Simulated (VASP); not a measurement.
A run of VASP 6.6.1 is set up as follows.

File INCAR:

```
PREC = Accurate ; ENCUT = 520
EDIFF = 1E-6 ; ISMEAR = 0
SIGMA = 0.15 ; LREAL = F
LASPH = T ; NELM = 80
ALGO = Normal ; ISIF = 2
LWAVE = F ; LCHARG = T
LELF = T ; LVHAR = T
NBANDS = 16
```

KPOINTS

```
Automatic mesh
0
Gamma
  15 15 12
```

File POSCAR:

```
ZrB2
1.0
    3.1325412665      0.0000000000      0.0000000000
   -1.5662706333      2.7128603152      0.0000000000
    0.0000000000      0.0000000000      3.5470000000
Zr B
1 2
Direct
    0.0000000000      0.0000000000      0.0000000000
    0.3333333333      0.6666666667      0.5000000000
    0.6666666667      0.3333333333      0.5000000000
```

Potentials or basis: VASP PAW LDA potentials, release 64 (Zr_sv, B).

The run is started by

```console
$ cat potpaw_LDA.64/Zr_sv/POTCAR potpaw_LDA.64/B/POTCAR > POTCAR
$ mpirun -np 1 vasp_std > vasp.out
```

**Question.** Predict the band gap on the k mesh.

**Answer.** Zero (bands 9 and 10 overlap by 0.96 eV).

**Question.** Predict the pressure.

**Answer.** -3.4 GPa.

Stress tensor (GPa, compression positive):
```
-1.65  0.00  0.00
 0.00 -1.65  0.00
 0.00  0.00 -6.98
```

Caveat: the cell stands under tension.
